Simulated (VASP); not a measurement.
# Li3H4 in VASP: a series of runs

The runs below take Li3H4 through single point, with PBE.

Program: VASP 6.6.1. These are calculated values, not measurements. Logs are shortened: lines on timing, memory, paths and dates and some standing lists are left out, and cuts for length are marked.

## Step 1: The cell of the first run

The cell holds a sheet with vacuum, 7 atoms: a = 5.260 Å, b = 5.260 Å, c = 25.984 Å, α = 90.00°, β = 90.00°, γ = 90.00°.

## Step 2: Single point, PBE

INCAR reads:

```
PREC = Accurate ; ENCUT = 520
EDIFF = 1E-6 ; ISMEAR = 0
SIGMA = 0.1 ; LREAL = F
LASPH = T ; NELM = 80
ALGO = Normal ; ISIF = 2
LWAVE = F ; LCHARG = F
LDIPOL = T ; IDIPOL = 3
DIPOL = 0.5 0.5 0.305 ; GGA = PE
NBANDS = 16
```

KPOINTS reads:

```
regular mesh
0
Gamma
  8 8 1
```

POSCAR reads:

```
Li3H4
1.0
    3.7196256958     -3.7196256958      0.0000000000
    3.7196256958      3.7196256958      0.0000000000
    0.0000000000      0.0000000000     25.9844915200
Li H
3 4
Direct
    0.2500000000      0.7500000000      0.3143137531
    0.2500000000      0.2500000000      0.3004408294
    0.7500000000      0.7500000000      0.3004408294
    0.0167743851     -0.0167743851      0.3047297431
    0.4832256149      0.5167743851      0.3047297431
    0.0167743851      0.5167743851      0.3047297431
    0.4832256149     -0.0167743851      0.3047297431
```

Potentials or basis: VASP PAW PBE potentials, release 64 (Li_sv, H).

On the command line:

```
$ cat potpaw_PBE.64/Li_sv/POTCAR potpaw_PBE.64/H/POTCAR > POTCAR
$ mpirun -np 1 vasp_std > vasp.out
```

OUTCAR:

```text
PREC = Accurate
   ENCUT = 520
   EDIFF = 1E-6
   ISMEAR = 0
   LREAL = F
   LASPH = T
   NELM = 80
   ISIF = 2
   GGA = PE

 ion  position               nearest neighbor table
   1  0.250  0.750  0.314-
   2  0.250  0.250  0.300-
   3  0.750  0.750  0.300-
   4  0.017  0.983  0.305-
   5  0.483  0.517  0.305-
   6  0.017  0.517  0.305-
   7  0.483  0.983  0.305-

  LATTYP: Found a simple tetragonal cell.
 ALAT       =     5.2603451060
 C/A-ratio  =     4.9396933084

  Lattice vectors:

 A1 = (   3.7196256958,  -3.7196256958,   0.0000000000)
 A2 = (   3.7196256958,   3.7196256958,   0.0000000000)
 A3 = (   0.0000000000,   0.0000000000,  25.9844915200)

Analysis of symmetry for initial positions (statically):
=====================================================================
 Subroutine PRICEL returns:
 Original cell was already a primitive cell.

 Routine SETGRP: Setting up the symmetry group for a
 simple tetragonal supercell.

 Subroutine GETGRP returns: Found  8 space group operations
 (whereof  2 operations were pure point group operations)
 out of a pool of 16 trial point group operations.

The static configuration has the point symmetry C_1h.
 The point group associated with its full space group is C_4v.

Analysis of symmetry for dynamics (positions and initial velocities):
=====================================================================
 Subroutine PRICEL returns:
 Original cell was already a primitive cell.

 Routine SETGRP: Setting up the symmetry group for a
 simple tetragonal supercell.

 Subroutine GETGRP returns: Found  8 space group operations
 (whereof  2 operations were pure point group operations)
 out of a pool of 16 trial point group operations.

The dynamic configuration has the point symmetry C_1h.
 The point group associated with its full space group is C_4v.

 Subroutine INISYM returns: Found  8 space group operations
 (whereof  2 operations are pure point group operations),
 and found     1 'primitive' translations

----------------------------------------------------------------------------------------

                                     Primitive cell

  volume of cell :     719.0229

  direct lattice vectors                    reciprocal lattice vectors
     3.719625696 -3.719625696  0.000000000     0.134422128 -0.134422128  0.000000000
     3.719625696  3.719625696  0.000000000     0.134422128  0.134422128  0.000000000
     0.000000000  0.000000000 25.984491520     0.000000000  0.000000000  0.038484494

  length of vectors
     5.260345106  5.260345106 25.984491520     0.190101596  0.190101596  0.038484494

  position of ions in fractional coordinates (direct lattice)
     0.250000000  0.750000000  0.314313753
     0.250000000  0.250000000  0.300440829
     0.750000000  0.750000000  0.300440829
     0.016774385  0.983225615  0.304729743
     0.483225615  0.516774385  0.304729743
     0.016774385  0.516774385  0.304729743
     0.483225615  0.983225615  0.304729743

  ion indices of the primitive-cell ions
   primitive index   ion index
                 1           1
                 2           2
                 3           3
                 4           4
                 5           5
                 6           6
                 7           7

----------------------------------------------------------------------------------------

 KPOINTS: regular mesh

Automatic generation of k-mesh.
 Grid dimensions read from file:
 generate k-points for:    8    8    1

 Generating k-lattice:

  Cartesian coordinates                     Fractional coordinates (reciprocal lattice)
     0.016802766 -0.016802766  0.000000000     0.125000000  0.000000000  0.000000000
     0.016802766  0.016802766  0.000000000     0.000000000  0.125000000  0.000000000
     0.000000000  0.000000000  0.038484494     0.000000000  0.000000000  1.000000000

  Length of vectors
     0.023762699  0.023762699  0.038484494

  Shift w.r.t. Gamma in fractional coordinates (k-lattice)
     0.000000000  0.000000000  0.000000000

 Subroutine IBZKPT returns following result:
 ===========================================

 Found     15 irreducible k-points:

 Following reciprocal coordinates:
            Coordinates               Weight
  0.000000  0.000000  0.000000      1.000000
  0.125000  0.000000  0.000000      4.000000
  0.250000  0.000000  0.000000      4.000000
  0.375000  0.000000  0.000000      4.000000
  0.500000  0.000000  0.000000      2.000000
  0.125000  0.125000  0.000000      4.000000
  0.250000  0.125000  0.000000      8.000000
  0.375000  0.125000  0.000000      8.000000
  0.500000  0.125000  0.000000      4.000000
  0.250000  0.250000  0.000000      4.000000
  0.375000  0.250000  0.000000      8.000000
  0.500000  0.250000  0.000000      4.000000
  0.375000  0.375000  0.000000      4.000000
  0.500000  0.375000  0.000000      4.000000
  0.500000  0.500000  0.000000      1.000000
   k-points           NKPTS =     15   k-points in BZ     NKDIM =     15   number of bands    NBANDS=     16
   number of dos      NEDOS =    301   number of ions     NIONS =      7
   total plane-waves  NPLWV = 313600
   dimension x,y,z NGX =    40 NGY =   40 NGZ =  196
   dimension x,y,z NGXF=    80 NGYF=   80 NGZF=  392
   ions per type =               3   4
   NGX,Y,Z   is equivalent  to a cutoff of  12.64, 12.64, 12.54 a.u.
   NGXF,Y,Z  is equivalent  to a cutoff of  25.28, 25.28, 25.08 a.u.
 SYSTEM =  unknown system
   PREC   = accura    normal or accurate (medium, high low for compatibility)
   ISTART =      0    job   : 0-new  1-cont  2-samecut
   ICHARG =      2    charge: 1-file 2-atom 10-const
   ISPIN  =      1    spin polarized calculation?
   LNONCOLLINEAR =      F non collinear calculations
   LSORBIT =      F    spin-orbit coupling
   LASPH  =      T    aspherical Exc in radial PAW
   ENCUT  =  520.0 eV  38.22 Ry    6.18 a.u.   9.78  9.78 48.31*2*pi/ulx,y,z
   NELM   =     80;   NELMIN=  2; NELMDL= -5     # of ELM steps
   EDIFF  = 0.1E-05   stopping-criterion for ELM
   LREAL  =      F    real-space projection
   EDIFFG = 0.1E-04   stopping-criterion for IOM
   NSW    =      0    number of steps for IOM
   IBRION =     -1    ionic relax: 0-MD 1-quasi-New 2-CG
   NFREE  =      0    steps in history (QN), initial steepest desc. (CG)
   ISIF   =      2    stress and relaxation
   ISYM   =      2    0-nonsym 1-usesym 2-fastsym
   POTIM  = 0.5000    time-step for ionic-motion
   TEBEG  =    0.0;   TEEND  =   0.0 temperature during run
   PSTRESS=    0.0 pullay stress
   NELECT =      13.0000    total number of electrons
   NUPDOWN=      -1.0000    fix difference up-down
   EMIN   =  10.00;   EMAX   =-10.00  energy-range for DOS
   EFERMI =   0.00;   METHOD = LEGACY
   ISMEAR =     0;   SIGMA  =   0.10  broadening in eV -4-tet -1-fermi 0-gaus
   EFERMI_NEDOS =   21; number of points for ismear=-14 and -15
   IALGO  =     38    algorithm
   IMIX   =      4    mixing-type and parameters
     AMIX     =   0.40;   BMIX     =  1.00
     AMIX_MAG =   1.60;   BMIX_MAG =  1.00
  volume/ion in A,a.u.               =     102.72       693.17
  Fermi-wavevector in a.u.,A,eV,Ry     =   0.429677  0.811971  2.511935  0.184622
  Thomas-Fermi vector in A             =   1.397735
   LORBIT       =      0    0 simple, 1 ext, 2 COOP (PROOUT), +10 PAW based schemes
   GGA     = PE    functional components
   LHFCALC =     F    Hartree Fock is set to
   AEXX    =    0.0000 exact exchange contribution
   IVDW    =     0    specifies the selected vdW correction
   LEPSILON=     F    determine dielectric tensor
   LRPA    =     F    only Hartree local field effects (RPA)
 non-spin polarized calculation
 Gauss-broadening in eV      SIGMA  =   0.10
  energy-cutoff  :      520.00
  volume of cell :      719.02
 maximum number of plane-waves:     19392
 NGX is ok and might be reduce to    40
   NGX = 19   NGY = 19   NGZ = 97

 dipolmoment           0.000000      0.000000     -0.000005 electrons x Angstroem

 number of electron      12.9999976 magnetization

 dipolmoment           0.000000      0.000000      0.000696 electrons x Angstroem

 Free energy of the ion-electron system (eV)
  ---------------------------------------------------
  ext. energy  EPLUGINS =         0.00000000
  ---------------------------------------------------
  free energy    TOTEN  =       -18.60219431 eV

  energy without entropy =      -18.59073080  energy(sigma->0) =      -18.59646256

 E-fermi :  -4.1730     XC(G=0):  -1.1217

 val. band max:       -4.1782919535   @ k =   0.3750   0.1250   0.0000
 cond. band min:      -4.1274596351   @ k =   0.2500   0.2500   0.0000
 fundamental gap:      0.0508323184
 Fermi energy:        -4.1729705891

 k-point     1 :       0.0000    0.0000    0.0000
  band No.  band energies     occupation
      1     -48.7652      2.00000
      2     -48.7626      2.00000
      3     -48.1559      2.00000
      4      -7.5766      2.00000
      5      -6.0342      2.00000
      6      -6.0342      2.00000
[... 8 lines left out ...]
     15       2.0050      0.00000
     16       2.7455      0.00000

 k-point     2 :       0.1250    0.0000    0.0000
  band No.  band energies     occupation
      1     -48.7651      2.00000
      2     -48.7627      2.00000
      3     -48.1560      2.00000
      4      -7.5337      2.00000
      5      -6.1102      2.00000
      6      -5.9754      2.00000
[... 8 lines left out ...]
     15       2.0503      0.00000
     16       2.5744      0.00000
[... 216 lines left out ...]
      5      -6.2303      2.00000
      6      -5.8955      2.00000
[... 8 lines left out ...]
     15       2.5499      0.00000
     16       2.6665      0.00000

 k-point    15 :       0.5000    0.5000    0.0000
  band No.  band energies     occupation
      1     -48.7636      2.00000
      2     -48.7636      2.00000
      3     -48.1568      2.00000
      4      -6.7172      2.00000
      5      -6.0005      2.00000
      6      -6.0005      2.00000
[... 8 lines left out ...]
     15       2.7754      0.00000
     16       3.1254      0.00000

------------------------ aborting loop because EDIFF is reached ----------------------------------------

 vacuum level on the upper side and lower side of the slab       (xc-potential included)        -0.004        -0.008

  FORCE on cell =-STRESS in cart. coord.  units (eV):
  Direction    XX          YY          ZZ          XY          YZ          ZX
  --------------------------------------------------------------------------------------
  -------------------------------------------------------------------------------------
  Total       -0.0119800     -0.0119800     -0.0812996      0.0000000      0.0000000      0.0000000
  in kB       -0.0266947     -0.0266947     -0.1811576      0.0000000      0.0000000      0.0000000
  external PRESSURE =      -0.0781823 kB  Pullay stress =       0.0000000 kB

 VOLUME and BASIS-vectors are now :
 -----------------------------------------------------------------------------
  energy-cutoff  :      520.00
  volume of cell :      719.02
      direct lattice vectors                 reciprocal lattice vectors
     3.719625696 -3.719625696  0.000000000     0.134422128 -0.134422128  0.000000000
     3.719625696  3.719625696  0.000000000     0.134422128  0.134422128  0.000000000
     0.000000000  0.000000000 25.984491520     0.000000000  0.000000000  0.038484494

 POSITION                                       TOTAL-FORCE (eV/Angst)
 -----------------------------------------------------------------------------------
      3.71963      1.85981      8.16728        -0.000000      0.000000      0.000656
      1.85981      0.00000      7.80680        -0.000000      0.000000     -0.006253
      5.57944      0.00000      7.80680        -0.000000      0.000000     -0.006253
      3.71963      3.59484      7.91825        -0.000000      0.001055      0.002962
      3.71963      0.12479      7.91825        -0.000000     -0.001055      0.002962
      1.98460      1.85981      7.91825        -0.001055      0.000000      0.002962
      5.45465      1.85981      7.91825         0.001055      0.000000      0.002962
 -----------------------------------------------------------------------------------
    total drift:                                0.000000     -0.000000     -0.001319

  FREE ENERGIE OF THE ION-ELECTRON SYSTEM (eV)
  ---------------------------------------------------
  free  energy   TOTEN  =       -18.6021943100 eV

  energy  without entropy=      -18.5907308005  energy(sigma->0) =      -18.59646256

 vacuum level on the upper side and lower side of the slab         0.310         0.305
```

Wall time 3.4 min (1 thread of Intel Xeon Platinum 8259CL at 2.50GHz (Skylake/Cascade Lake), shared host); peak memory 0.67 GiB.

What came out:

| Property | Result |
| --- | --- |
| Free energy | -18.6022 eV |
| Largest force | 0.006 eV/Å |
| Band gap on the k mesh | zero (an odd number of electrons rules out a gap without spin polarisation) |

Forces in eV/Å, atoms in the order of the input:
```
Li   0.000  0.000  0.001
Li   0.000  0.000 -0.006
Li   0.000  0.000 -0.006
H    0.000  0.001  0.003
H    0.000 -0.001  0.003
H   -0.001  0.000  0.003
H    0.001  0.000  0.003
```

Caveat: the cutoff is under 1.25 times the usual one of these potentials, so pressure, stress and relaxed cells hold a basis-set (Pulay) error.

## Step 3: Single point, PBE

INCAR reads:

```
  PREC = Accurate
  ENCUT = 520
  EDIFF = 1E-6
  ISMEAR = 0
  SIGMA = 0.1
  LREAL = False
  LASPH = True
  NELM = 100
  ALGO = Normal
  ISIF = 2
  LWAVE = False
  LCHARG = True
  LDIPOL = True
  IDIPOL = 3
  DIPOL = 0.5 0.5 0.305
  GGA = PE
  LELF = True
  LVHAR = True
  LVACPOTAV = True
  NBANDS = 16
```

KPOINTS reads:

```
Automatic mesh
0
Gamma
  8 8 1
```

POSCAR reads:

```
Li3H4
1.0
    3.7169903000     -3.7169903000      0.0000000000
    3.7169903000      3.7169903000      0.0000000000
    0.0000000000      0.0000000000     25.9844915200
Li H
3 4
Direct
    0.2500000000      0.7500000000      0.3142542950
    0.2500000000      0.2500000000      0.3002549552
    0.7500000000      0.7500000000      0.3002549552
    0.0152556731     -0.0152556731      0.3048375447
    0.4847443269      0.5152556731      0.3048375447
    0.0152556731      0.5152556731      0.3048375447
    0.4847443269     -0.0152556731      0.3048375447
```

Potentials or basis: VASP PAW PBE potentials, release 64 (Li_sv, H).

On the command line:

```
$ cat potpaw_PBE.64/Li_sv/POTCAR potpaw_PBE.64/H/POTCAR > POTCAR
$ mpirun -np 1 vasp_std > vasp.out
```

It took 3.9 min on 1 thread of Intel Xeon Platinum 8259CL at 2.50GHz (Skylake/Cascade Lake), shared host; peak memory 0.67 GiB.

It converged, with:

```
Free energy                     : -18.6015 eV
Largest force                   : 0.029 eV/Å
Band gap on the k mesh          : zero (an odd number of electrons rules out a gap without spin polarisation)
Work function of the upper face : 4.52 eV
Work function of the lower face : 4.48 eV
```

Forces on the atoms (eV/Å):
```
Li   0.000  0.000  0.000
Li   0.000  0.000  0.002
Li   0.000  0.000  0.002
H    0.000 -0.029 -0.001
H    0.000  0.029 -0.001
H    0.029  0.000 -0.001
H   -0.029  0.000 -0.001
```

Levels at points of the mesh, in eV from the Fermi level:
| k point | band 3 | band 4 | band 5 | band 6 | band 7 | band 8 | band 9 | band 10 | band 11 | band 12 |
| --- | --- | --- | --- | --- | --- | --- | --- | --- | --- | --- |
| (0.00, 0.00, 0.00) | -44.00 | -3.39 | -1.84 | -1.84 | 1.18 | 2.66 | 4.25 | 4.63 | 4.75 | 5.54 |
| (0.50, 0.00, 0.00) | -44.00 | -2.87 | -2.57 | -1.24 | -0.07 | 3.70 | 4.32 | 5.43 | 5.57 | 5.95 |
| (0.50, 0.50, 0.00) | -44.00 | -2.50 | -1.81 | -1.81 | -1.38 | 4.92 | 5.17 | 5.17 | 6.34 | 6.74 |

Caveat: the cutoff is under 1.25 times the usual one of these potentials, so pressure, stress and relaxed cells hold a basis-set (Pulay) error.
